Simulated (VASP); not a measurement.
# LiF (I4mm) in VASP: notebook

The runs below take LiF through single point, with PBE.

Program: VASP 6.6.1. These are calculated values, not measurements. Logs are shortened: lines on timing, memory, paths and dates and some standing lists are left out, and cuts for length are marked.

### 1 The cell of the first run

It takes space group I4mm (No. 107, tetragonal). The conventional cell has a = 2.848 Å, b = 2.848 Å, c = 4.028 Å, α = 90.00°, β = 90.00°, γ = 90.00°. Li (site symmetry 4mm) has 1 F at 1.51 Å within 2.0 Å. F (site symmetry 4mm) has 1 Li at 1.51 Å within 2.0 Å.

### 2 Single point, PBE

INCAR

```
SYSTEM = LiF
PREC     = Accurate       ! precision mode
ENCUT    = 520            ! plane-wave cutoff, eV
EDIFF    = 1E-7           ! SCF threshold, eV
ISMEAR   = 0              ! smearing method
SIGMA    = 0.05           ! smearing width, eV
LREAL    = .FALSE.        ! projectors in reciprocal space
LASPH    = .TRUE.         ! aspherical terms in the spheres
NELM     = 80             ! most SCF steps
ALGO     = Normal         ! electronic algorithm
ISIF     = 2              ! what is computed and relaxed
LWAVE    = .FALSE.        ! write WAVECAR
LCHARG   = .FALSE.        ! write CHGCAR
GGA      = PE             ! functional
NBANDS   = 12             ! bands
```

KPOINTS

```
Automatic mesh
0
G
  10 10 10
  0 0 0
```

POSCAR

```
LiF
1.0
    0.0000000000      2.0140000000      2.0140000000
    2.0140000000      0.0000000000      2.0140000000
    2.0140000000      2.0140000000      0.0000000000
Li F
1 1
Direct
    0.1241310824      0.1241310824     -0.1241310824
    0.5000000000      0.5000000000      0.5000000000
```

Potentials or basis: VASP PAW PBE potentials, release 64 (Li_sv, F).

Launch:

```sh
cat potpaw_PBE.64/Li_sv/POTCAR potpaw_PBE.64/F/POTCAR > POTCAR
mpirun -np 1 vasp_std > vasp.out
```

OUTCAR:

```text
SYSTEM = LiF
   PREC = Accurate
   ENCUT = 520
   EDIFF = 1E-7
   ISMEAR = 0
   LREAL = .FALSE.
   LASPH = .TRUE.
   NELM = 80
   ISIF = 2
   GGA = PE

 ion  position               nearest neighbor table
   1  0.124  0.124  0.876-   2 1.51   2 2.08   2 2.08   2 2.08   2 2.08
   2  0.500  0.500  0.500-   1 1.51   1 2.08   1 2.08   1 2.08   1 2.08

  LATTYP: Found a face centered cubic cell.
 ALAT       =     4.0280000000

  Lattice vectors:

 A1 = (   0.0000000000,   2.0140000000,   2.0140000000)
 A2 = (   2.0140000000,   0.0000000000,   2.0140000000)
 A3 = (   2.0140000000,   2.0140000000,   0.0000000000)

Analysis of symmetry for initial positions (statically):
=====================================================================
 Subroutine PRICEL returns:
 Original cell was already a primitive cell.

 Routine SETGRP: Setting up the symmetry group for a
 face centered cubic supercell.

 Subroutine GETGRP returns: Found  8 space group operations
 (whereof  8 operations were pure point group operations)
 out of a pool of 48 trial point group operations.

The static configuration has the point symmetry C_4v.

Analysis of symmetry for dynamics (positions and initial velocities):
=====================================================================
 Subroutine PRICEL returns:
 Original cell was already a primitive cell.

 Routine SETGRP: Setting up the symmetry group for a
 face centered cubic supercell.

 Subroutine GETGRP returns: Found  8 space group operations
 (whereof  8 operations were pure point group operations)
 out of a pool of 48 trial point group operations.

The dynamic configuration has the point symmetry C_4v.

 Subroutine INISYM returns: Found  8 space group operations
 (whereof  8 operations are pure point group operations),
 and found     1 'primitive' translations

----------------------------------------------------------------------------------------

                                     Primitive cell

  volume of cell :      16.3384

  direct lattice vectors                    reciprocal lattice vectors
     0.000000000  2.014000000  2.014000000    -0.248262165  0.248262165  0.248262165
     2.014000000  0.000000000  2.014000000     0.248262165 -0.248262165  0.248262165
     2.014000000  2.014000000  0.000000000     0.248262165  0.248262165 -0.248262165

  length of vectors
     2.848226115  2.848226115  2.848226115     0.430002683  0.430002683  0.430002683

  position of ions in fractional coordinates (direct lattice)
     0.124131082  0.124131082  0.875868918
[... 89 lines left out ...]
   NELECT =      10.0000    total number of electrons
   NUPDOWN=      -1.0000    fix difference up-down
   EMIN   =  10.00;   EMAX   =-10.00  energy-range for DOS
   EFERMI =   0.00;   METHOD = LEGACY
   ISMEAR =     0;   SIGMA  =   0.05  broadening in eV -4-tet -1-fermi 0-gaus
   EFERMI_NEDOS =   21; number of points for ismear=-14 and -15
   IALGO  =     38    algorithm
   IMIX   =      4    mixing-type and parameters
     AMIX     =   0.40;   BMIX     =  1.00
     AMIX_MAG =   1.60;   BMIX_MAG =  1.00
  volume/ion in A,a.u.               =       8.17        55.13
  Fermi-wavevector in a.u.,A,eV,Ry     =   1.389970  2.626662 26.286674  1.932016
  Thomas-Fermi vector in A             =   2.513950
   LORBIT       =      0    0 simple, 1 ext, 2 COOP (PROOUT), +10 PAW based schemes
   GGA     = PE    functional components
   LHFCALC =     F    Hartree Fock is set to
   AEXX    =    0.0000 exact exchange contribution
   IVDW    =     0    specifies the selected vdW correction
   LEPSILON=     F    determine dielectric tensor
   LRPA    =     F    only Hartree local field effects (RPA)
 non-spin polarized calculation
 Gauss-broadening in eV      SIGMA  =   0.05
  energy-cutoff  :      520.00
  volume of cell :       16.34
 maximum number of plane-waves:       459
 NGX is ok and might be reduce to    24
   NGX = 11   NGY = 11   NGZ = 11

 number of electron      10.0000000 magnetization

 number of electron       9.9999993 magnetization

 Free energy of the ion-electron system (eV)
  ---------------------------------------------------
  ext. energy  EPLUGINS =         0.00000000
  ---------------------------------------------------
  free energy    TOTEN  =        -9.10597103 eV

  energy without entropy =       -9.10597103  energy(sigma->0) =       -9.10597103

 E-fermi :  -0.8132     XC(G=0):  -9.8713

 val. band max:       -1.1001077300   @ k =   0.0000   0.0000   0.0000
 cond. band min:       7.6265781224   @ k =   0.0000   0.0000   0.0000
 fundamental gap:      8.7266858525
 Fermi energy:        -0.8132102890

 k-point     1 :       0.0000    0.0000    0.0000
  band No.  band energies     occupation
      1     -41.8077      2.00000
      2     -21.0541      2.00000
      3      -1.4428      2.00000
      4      -1.1001      2.00000
      5      -1.1001      2.00000
      6       7.6266      0.00000
      7      20.3833      0.00000
      8      20.3833      0.00000
      9      23.6433      0.00000
     10      25.0129      0.00000
     11      25.9159      0.00000
     12      26.5150      0.00000
[... 331 lines left out ...]
 k-point    24 :       0.0000   -0.1000    0.1000
  band No.  band energies     occupation
      1     -41.7905      2.00000
      2     -20.9782      2.00000
      3      -1.8820      2.00000
      4      -1.3088      2.00000
      5      -1.2509      2.00000
      6       8.3358      0.00000
      7      18.1390      0.00000
      8      19.8956      0.00000
      9      22.8421      0.00000
     10      23.2040      0.00000
     11      26.5522      0.00000
     12      27.0232      0.00000

 [... further k-points ...]

------------------------ aborting loop because EDIFF is reached ----------------------------------------

  FORCE on cell =-STRESS in cart. coord.  units (eV):
  Direction    XX          YY          ZZ          XY          YZ          ZX
  --------------------------------------------------------------------------------------
  -------------------------------------------------------------------------------------
  Total        0.0100340      0.0100340      5.5676580      0.0000000      0.0000000      0.0000000
  in kB        0.9839589      0.9839589    545.9774870      0.0000000      0.0000000      0.0000000
  external PRESSURE =     182.6484683 kB  Pullay stress =       0.0000000 kB

 VOLUME and BASIS-vectors are now :
 -----------------------------------------------------------------------------
  energy-cutoff  :      520.00
  volume of cell :       16.34
      direct lattice vectors                 reciprocal lattice vectors
     0.000000000  2.014000000  2.014000000    -0.248262165  0.248262165  0.248262165
     2.014000000  0.000000000  2.014000000     0.248262165 -0.248262165  0.248262165
     2.014000000  2.014000000  0.000000000     0.248262165  0.248262165 -0.248262165

 POSITION                                       TOTAL-FORCE (eV/Angst)
 -----------------------------------------------------------------------------------
      2.01400      2.01400      0.50000         0.000000      0.000000     -3.664917
      2.01400      2.01400      2.01400         0.000000      0.000000      3.664917
 -----------------------------------------------------------------------------------
    total drift:                                0.000006      0.000006     -0.001164

  FREE ENERGIE OF THE ION-ELECTRON SYSTEM (eV)
  ---------------------------------------------------
  free  energy   TOTEN  =        -9.1059710280 eV

  energy  without entropy=       -9.1059710280  energy(sigma->0) =       -9.10597103
```

stdout:

```text
POSCAR found type information on POSCAR LiF
 POSCAR found :  2 types and       2 ions
 scaLAPACK will be used
 LDA part: xc-table for (Slater+PW92), standard interpolation
 POSCAR, INCAR and KPOINTS ok, starting setup
 FFT: planning ... GRIDC
 FFT: planning ... GRID_SOFT
 FFT: planning ... GRID
 WAVECAR not read
 entering main loop
```

Run time: 7.4 s. Hardware: 1 thread of Intel Xeon 6975P-C (Granite Rapids), shared host; peak memory 0.14 GiB.

Results:

```
Free energy            : -9.1060 eV
Largest force          : 3.665 eV/Å
Band gap on the k mesh : 8.73 eV, direct
```

Forces in eV/Å, atoms in the order of the input:
```
Li   0.000  0.000 -3.665
F    0.000  0.000  3.665
```

Caveat: the cell differs from its parent crystal (all Li atoms moved -0.500 Å, as atom 1 towards its neighbour atom 2 (F) at 2.014 Å); the cutoff is under 1.25 times the usual one of these potentials, so pressure, stress and relaxed cells hold a basis-set (Pulay) error; forces of over 1 eV/Å act on the atoms, so gaps and moduli don't describe the material at rest.

### 3 Single point, PBE

INCAR

```
SYSTEM = LiF
PREC = Accurate ; ENCUT = 520
EDIFF = 1E-7 ; ISMEAR = 0
SIGMA = 0.05 ; LREAL = .False.
LASPH = .True. ; NELM = 60
ALGO = Normal ; ISIF = 2
LWAVE = .False. ; LCHARG = .True.
GGA = PE ; LELF = .True.
LVHAR = .True. ; NBANDS = 12
```

KPOINTS

```
Automatic mesh
0
Gamma
  10 10 10
  0 0 0
```

Changes to POSCAR since step 2:

```diff
@@ -8,3 +8,3 @@
 Direct
-    0.1241310824      0.1241310824     -0.1241310824
+   -0.0930983118     -0.0930983118      0.0930983118
     0.5000000000      0.5000000000      0.5000000000
```

Potentials or basis: VASP PAW PBE potentials, release 64 (Li_sv, F).

Launch:

```sh
cat potpaw_PBE.64/Li_sv/POTCAR potpaw_PBE.64/F/POTCAR > POTCAR
mpirun -np 1 vasp_std > vasp.out
```

It took 8 s on 1 thread of Intel Xeon 6975P-C (Granite Rapids), shared host; peak memory 0.14 GiB.

It converged, with:

| Quantity | Value |
| --- | --- |
| Free energy | -9.4264 eV |
| Largest force | 1.683 eV/Å |
| Band gap on the k mesh | 8.88 eV, direct |

Forces on the atoms (eV/Å):
```
Li   0.000  0.000  1.683
F    0.000  0.000 -1.683
```

Levels at points of the mesh, in eV from the valence-band top:
```tsv
k point	band 1	band 2	band 3	band 4	band 5	band 6	band 7	band 8	band 9	band 10
(0.00, 0.00, 0.00)	-40.79	-19.98	-0.22	0.00	0.00	8.88	22.00	22.00	24.55	25.20
(0.50, 0.00, 0.00)	-40.73	-19.60	-2.54	-0.43	-0.26	11.02	16.03	19.10	20.38	29.06
(0.50, 0.50, 0.00)	-40.71	-19.42	-2.84	-1.03	-1.03	14.04	16.52	18.41	20.37	20.37
(0.00, 0.50, 0.50)	-40.72	-19.34	-3.01	-1.07	-0.95	14.84	15.50	15.84	21.46	23.78
```

Caveat: the cell differs from its parent crystal (all Li atoms moved +0.375 Å, as atom 1 towards its neighbour atom 2 (F) at 2.014 Å); the cutoff is under 1.25 times the usual one of these potentials, so pressure, stress and relaxed cells hold a basis-set (Pulay) error; forces of over 1 eV/Å act on the atoms, so gaps and moduli don't describe the material at rest. A k mesh can miss the band edges.
